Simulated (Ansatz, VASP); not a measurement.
**In3Sb2As in VASP and in Ansatz**

```xyz
6
Lattice="-2.2670 2.2670 9.6044 2.2670 -2.2670 9.6044 2.2670 2.2670 -9.6044" Properties=species:S:1:pos:R:3 pbc="T T T"
As    0.0000    0.0000    0.0000
In    0.0000    2.2670    1.4579
In    2.2670    0.0000    4.8022
In    0.0000    2.2670    8.1465
Sb    0.0000    0.0000   12.7347
Sb    0.0000    0.0000    6.4740
```

Alike in both runs: task single point; functional PBE; k mesh 8 × 8 × 8; occupations fermi-dirac, width 0.02 eV; no spin polarisation.

|  | VASP | Ansatz |
| --- | --- | --- |
| version | VASP 6.6.1 | Ansatz 0.2.0 |
| potentials or method | VASP PAW PBE potentials, release 64 (As, In_d, Sb) | plane waves, PAW |
| plane-wave cutoff (eV) | 520 | 420 |
| valence electrons in the cell | 54 | 84 |

```tsv
	VASP	Ansatz	Ansatz less VASP
pressure (GPa)	1.6	1.6	0.00
```

The functional is the same, so the differences come from potentials, cutoffs and numerics. VASP's potentials hold 54 valence electrons a cell and Ansatz's 84, so a difference there can come from the potentials and not from the codes.

Neither program's run includes spin-orbit coupling.
